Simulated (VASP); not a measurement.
# CaO (Fm-3m) in VASP: further runs, part 2 of 2

VASP 6.6.1. The steps go on from the part before.

### Step 3. Relaxation of cell and atoms, PBE

This run uses another cell than the first one, of 13.07 Å³/atom, 0.931 times its volume.

The input, INCAR:

```
PREC     = Accurate       # precision mode
ENCUT    = 600            # plane-wave cutoff, eV
EDIFF    = 1E-7           # SCF threshold, eV
ISMEAR   = 0              # smearing method
SIGMA    = 0.1            # smearing width, eV
LREAL    = F              # projectors in reciprocal space
LASPH    = T              # aspherical terms in the spheres
NELM     = 80             # most SCF steps
ALGO     = Normal         # electronic algorithm
ISIF     = 3              # what is computed and relaxed
LWAVE    = F              # write WAVECAR
LCHARG   = F              # write CHGCAR
GGA      = PE             # functional
IBRION   = 2              # ionic algorithm
NSW      = 80             # ionic steps
EDIFFG   = -0.05          # ionic threshold
```

The input, KPOINTS:

```
regular mesh
0
Gamma
  8 8 8
```

The input, POSCAR:

```
CaO
1.0
    0.0000000000      2.3555123086      2.3555123086
    2.3555123086      0.0000000000      2.3555123086
    2.3555123086      2.3555123086      0.0000000000
Ca O
1 1
Direct
    0.0000000000      0.0000000000      0.0000000000
    0.5000000000      0.5000000000      0.5000000000
```

Potentials or basis: VASP PAW PBE potentials, release 64 (Ca_sv, O).

Command:

```bash
cat potpaw_PBE.64/Ca_sv/POTCAR potpaw_PBE.64/O/POTCAR > POTCAR
mpirun -np 1 vasp_std > vasp.out
```

OUTCAR:

```text
PREC = Accurate
   ENCUT = 600
   EDIFF = 1E-7
   ISMEAR = 0
   LREAL = F
   LASPH = T
   NELM = 80
   ISIF = 3
   GGA = PE
   IBRION = 2
   NSW = 80
   EDIFFG = -0.05

 ion  position               nearest neighbor table
   1  0.000  0.000  0.000-   2 2.36   2 2.36   2 2.36   2 2.36   2 2.36   2 2.36
   2  0.500  0.500  0.500-   1 2.36   1 2.36   1 2.36   1 2.36   1 2.36   1 2.36

  LATTYP: Found a face centered cubic cell.
 ALAT       =     4.7110246172

  Lattice vectors:

 A1 = (   0.0000000000,   2.3555123086,   2.3555123086)
 A2 = (   2.3555123086,   0.0000000000,   2.3555123086)
 A3 = (   2.3555123086,   2.3555123086,   0.0000000000)

Analysis of symmetry for initial positions (statically):
=====================================================================
 Subroutine PRICEL returns:
 Original cell was already a primitive cell.

 Routine SETGRP: Setting up the symmetry group for a
 face centered cubic supercell.

 Subroutine GETGRP returns: Found 48 space group operations
 (whereof 48 operations were pure point group operations)
 out of a pool of 48 trial point group operations.

The static configuration has the point symmetry O_h .

Analysis of symmetry for dynamics (positions and initial velocities):
=====================================================================
 Subroutine PRICEL returns:
 Original cell was already a primitive cell.

 Routine SETGRP: Setting up the symmetry group for a
 face centered cubic supercell.

 Subroutine GETGRP returns: Found 48 space group operations
 (whereof 48 operations were pure point group operations)
 out of a pool of 48 trial point group operations.

The dynamic configuration has the point symmetry O_h .

 Subroutine INISYM returns: Found 48 space group operations
 (whereof 48 operations are pure point group operations),
 and found     1 'primitive' translations

----------------------------------------------------------------------------------------

                                     Primitive cell

[... 128 lines left out ...]

--------------------------------------- Ionic step        1  -------------------------------------------

 number of electron      15.9999999 magnetization

 Free energy of the ion-electron system (eV)
  ---------------------------------------------------
  ext. energy  EPLUGINS =         0.00000000
  ---------------------------------------------------
  free energy    TOTEN  =       -12.74148759 eV

  energy without entropy =      -12.74148759  energy(sigma->0) =      -12.74148759

------------------------ aborting loop because EDIFF is reached ----------------------------------------

  FORCE on cell =-STRESS in cart. coord.  units (eV):
  Direction    XX          YY          ZZ          XY          YZ          ZX
  --------------------------------------------------------------------------------------
  -------------------------------------------------------------------------------------
  Total        1.6333948      1.6333948      1.6333948      0.0000000      0.0000000     -0.0000000
  in kB      100.1187963    100.1187963    100.1187963      0.0000000      0.0000000     -0.0000000
  external PRESSURE =     100.1187963 kB  Pullay stress =       0.0000000 kB
[... 59 lines left out ...]
--------------------------------------- Ionic step        3  -------------------------------------------

 number of electron      16.0000000 magnetization

 Free energy of the ion-electron system (eV)
  ---------------------------------------------------
  ext. energy  EPLUGINS =         0.00000000
  ---------------------------------------------------
  free energy    TOTEN  =       -12.80481427 eV

  energy without entropy =      -12.80481427  energy(sigma->0) =      -12.80481427

 E-fermi :   2.7750     XC(G=0): -10.3797

 val. band max:        2.2378078189   @ k =   0.0000   0.0000   0.0000
 cond. band min:       5.8790702206   @ k =   0.5000   0.5000   0.0000
 fundamental gap:      3.6412624017
 Fermi energy:         2.7750206119

 k-point     1 :       0.0000    0.0000    0.0000
  band No.  band energies     occupation
      1     -35.4794      2.00000
      2     -16.2574      2.00000
      3     -16.2574      2.00000
      4     -16.2574      2.00000
      5     -13.2570      2.00000
      6       2.2378      2.00000
      7       2.2378      2.00000
      8       2.2378      2.00000
      9       6.7931      0.00000
     10       8.4150      0.00000
     11       8.4150      0.00000
     12       8.4150      0.00000
[... 331 lines left out ...]
 k-point    24 :      -0.3750    0.2500    0.1250
  band No.  band energies     occupation
      1     -35.3708      2.00000
      2     -17.0759      2.00000
      3     -16.4807      2.00000
      4     -16.3749      2.00000
      5     -12.3982      2.00000
      6       0.2181      2.00000
      7       1.1292      2.00000
      8       1.2093      2.00000
      9       8.9090      0.00000
     10       8.9879      0.00000
     11      10.8792      0.00000
     12      11.0277      0.00000

 [... further k-points ...]
[... 5 lines left out ...]
  --------------------------------------------------------------------------------------
  -------------------------------------------------------------------------------------
  Total        0.0038039      0.0038039      0.0038039      0.0000000      0.0000000     -0.0000000
  in kB        0.2152611      0.2152611      0.2152611      0.0000000      0.0000000     -0.0000000
  external PRESSURE =       0.2152611 kB  Pullay stress =       0.0000000 kB
[... 17 lines left out ...]
  FREE ENERGIE OF THE ION-ELECTRON SYSTEM (eV)
  ---------------------------------------------------
  free  energy   TOTEN  =       -12.8048142688 eV

  energy  without entropy=      -12.8048142688  energy(sigma->0) =      -12.80481427

 reached required accuracy - stopping structural energy minimisation
```

Run time: 31 s. Hardware: 1 thread of AMD EPYC 7R43 (Zen 3), shared host; peak memory 0.14 GiB.

Results:

```yaml
Free_energy: -12.8048 eV
Relaxed_volume: 14.16 Å³/atom
Relaxed_cell: a = 3.421 Å, b = 3.421 Å, c = 3.421 Å, α = 60.00°, β = 60.00°, γ = 60.00°
Space_group_after_relaxing_to_0.05_Å: Fm-3m (No. 225)
Energy_gained_by_relaxing: 31.7 meV/atom
Ionic_steps: 3
Pressure_after_relaxing: 0.0 GPa
Band_gap_on_the_k_mesh: 3.64 eV, indirect (least direct gap 4.02 eV)
```

The path:
```tsv
step	energy change (eV)	largest force (eV/Å)	pressure (GPa)	volume (Å³)
1	0.0000	0.0000	10.01	26.14
2	-0.0517	0.0000	-3.48	29.35
3	-0.0633	0.0000	0.02	28.31
```

Final structure:
```
CELL_PARAMETERS angstrom
0.00000 2.41908 2.41908
2.41908 0.00000 2.41908
2.41908 2.41908 0.00000
ATOMIC_POSITIONS crystal
Ca 0.00000 0.00000 0.00000
O 0.50000 0.50000 0.50000
```
